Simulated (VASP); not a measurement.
Write the native input for VASP 6.6.1 that does the following.

* Task: single point
* Functional: PBE
* Dispersion: D3(BJ)
* Potentials or basis: VASP PAW PBE potentials, release 64 (Pt, Se)
* Cutoff: 520 eV
* k mesh: 9 × 9 × 6
* Occupations: fermi-dirac, width 0.15 eV
* Spin: no spin polarisation
* Dipole correction: no
* Further INCAR settings: ALGO = Normal; EDIFF = 1e-06; NBANDS = 18

The structure of PtSe2 (Sudovikovite) lies in POSCAR:

```
PtSe2
1.0
    3.6219207888      0.0000000000      0.0000000000
   -1.8109603944      3.1366767717      0.0000000000
    0.0000000000      0.0000000000      4.9232446383
Pt Se
1 2
Direct
    0.0000000000      0.0000000000      0.0000000000
    0.3333333333      0.6666666667      0.2500000000
    0.6666666667      0.3333333333      0.7500000000
```

The input as run:

INCAR

```
  PREC = Accurate
  ENCUT = 520
  EDIFF = 1E-6
  ISMEAR = -1
  SIGMA = 0.15
  LREAL = False
  LASPH = True
  NELM = 60
  ALGO = Normal
  ISIF = 2
  LWAVE = False
  LCHARG = False
  GGA = PE
  IVDW = 12
  NBANDS = 18
```

KPOINTS

```
regular mesh
0
Gamma
  9 9 6
```

Potentials or basis: VASP PAW PBE potentials, release 64 (Pt, Se).

Launch:

```sh
$ cat potpaw_PBE.64/Pt/POTCAR potpaw_PBE.64/Se/POTCAR > POTCAR
$ mpirun -np 1 vasp_std > vasp.out
```

Results of the run:

```json
{
  "Pressure": "17.6 GPa",
  "Largest force": "1.851 eV/Å",
  "Band gap on the k mesh": "zero (band 11 reaches 8.15 eV, above the bottom of band 12 at 7.78 eV)",
  "Dispersion energy per atom": "-0.519 eV"
}
```

Caveat: three body term missing; spin-orbit coupling is left out, which moves the levels of the heavy elements; pairwise dispersion overbinds metals, which lowers pressure and volume; forces of over 1 eV/Å act on the atoms, so gaps and moduli don't describe the material at rest.

Wall time 26 s on 1 thread of Intel(R) Xeon(R) 6975P-C (Granite Rapids), with other jobs on the host, peak memory 0.22 GiB.
